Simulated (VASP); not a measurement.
Input of a VASP 6.6.1 run:

INCAR

```
PREC     = Accurate       # precision mode
ENCUT    = 520            # plane-wave cutoff, eV
EDIFF    = 1E-6           # SCF threshold, eV
ISMEAR   = -1             # smearing method
SIGMA    = 0.05           # smearing width, eV
LREAL    = Auto         
LASPH    = True           # aspherical terms in the spheres
NELM     = 80             # most SCF steps
ALGO     = Normal         # electronic algorithm
ISIF     = 2              # what is computed and relaxed
LWAVE    = False          # write WAVECAR
LCHARG   = False          # write CHGCAR
GGA      = PE             # functional
IVDW     = 12             # dispersion correction
NBANDS   = 82             # bands
```

The input KPOINTS:

```
regular mesh
0
Gamma
  1 1 1
```

The input POSCAR:

```
H3CCl
1.0
    9.8538750000      0.0000000000      0.0000000000
    0.0000000000      9.8538750000      0.0000000000
    0.0000000000      0.0000000000      9.8538750000
C Cl H
8 8 24
Direct
   -0.0123910644      0.2219228476      0.1874592483
    0.1818269463      0.6532252540      0.1773008081
    0.4226662100      0.1858659664      0.1898035037
    0.9968768632      0.5288071951      0.8397407111
    0.3782572846      0.5001078256      0.5950349482
    0.8759599650      0.9402595426      0.3124760564
    0.8072255838      1.0444419074      0.7954738618
    0.8103918509      0.5479367254      0.3376438203
    0.0310943664      0.2188479152      0.3709505144
    0.1676396342      0.7085841864      0.3641207139
    0.4488183583      0.3426976697      0.2813512451
    0.8728038462      0.5515495173      0.9714452436
    0.4863162969      0.5911684490      0.5032639444
    0.8803541754      0.9490682599      0.4966878512
    0.8600677398      0.8584846063      0.7898314115
    0.8755946265      0.5834861920      0.5102764141
    0.0299273129      0.3081224391      0.1553500526
    0.0358437670      0.1152744479      0.1475561645
   -0.1169692126      0.1955169920      0.1910314470
    0.0756352196      0.6324517005      0.1612157654
    0.2114498104      0.7504458906      0.1357638492
    0.2415293476      0.5638593954      0.1434765511
    0.4790399716      0.1800915883      0.0874478314
    0.4469612208      0.0959521001      0.2622014182
    0.3174994609      0.1710596085      0.1453133919
    1.0001953546      0.4239245982      0.8115893494
    0.9490885565      0.5836891578      0.7486293463
    1.0983902272      0.5740685771      0.8842511195
    0.4255483249      0.4705661478      0.6862680925
    0.2711217668      0.5602871967      0.6121348201
    0.3497608809      0.4172571704      0.5350382464
    0.8140858292      1.0262155751      0.2597455316
    0.9838058632      0.9635397242      0.2677525339
    0.8450178229      0.8376298664      0.2836244625
    0.6914132765      1.0271898111      0.7990359123
    0.8267204526      1.0912661263      0.8988646598
    0.8432824650      1.1001864749      0.7096193122
    0.7040884931      0.5751239994      0.3308444647
    0.8467836257      0.6290824676      0.2800015222
    0.8404307950      0.4474483389      0.3190622978
```

Potentials or basis: VASP PAW PBE potentials, release 64 (C, Cl, H).

Command:

```sh
$ cat potpaw_PBE.64/C/POTCAR potpaw_PBE.64/Cl/POTCAR potpaw_PBE.64/H/POTCAR > POTCAR
$ mpirun -np 1 vasp_gam > vasp.out
```

What does it give for the largest force?

7.068 eV/Å.

Estimate the dispersion energy per atom.

-0.037 eV.

What does it give for the pressure?

-0.7 GPa.

Forces on the atoms (eV/Å):
```
C    0.882 -6.588  2.404
C   -0.615  0.554  1.412
C   -0.161 -1.547 -0.965
C    0.297  2.277 -0.085
C   -4.268  1.363  0.980
C    1.349  1.776 -1.154
C   -2.402 -1.868  2.312
C   -0.601  1.386  2.318
Cl   0.115  0.387 -0.680
Cl   0.665 -0.897 -1.386
Cl  -0.207 -0.720 -0.766
Cl  -0.054 -0.333  0.182
Cl   2.020  1.978 -1.529
Cl  -0.224 -0.133 -1.480
Cl   0.015  1.820  0.458
Cl  -0.716 -0.298 -0.771
H    1.064  3.303 -1.896
H   -0.577  2.718  0.413
H   -1.164  0.871 -0.557
H   -0.445 -0.027 -0.526
H    0.223 -0.039 -0.612
H    0.276  0.490  0.992
H    0.171  0.288  1.707
H   -0.255  1.406 -1.272
H    0.458  0.525  1.208
H    0.342 -0.841  0.098
H    1.245 -0.389  1.193
H   -1.766 -0.868 -1.293
H    0.298 -0.434  1.416
H    2.414 -1.134 -0.057
H   -0.510 -1.731 -0.680
H    0.282 -1.567  1.293
H   -1.532 -0.827  1.123
H   -0.153  0.218 -0.017
H    1.507  0.638 -0.607
H    0.519 -0.612 -1.092
H    0.319  0.198 -0.552
H   -0.742 -0.895  0.611
H    1.709  0.760 -1.386
H    0.221 -1.206 -0.757
```

Caveat: the k points lie up to 0.64 Å⁻¹ apart.
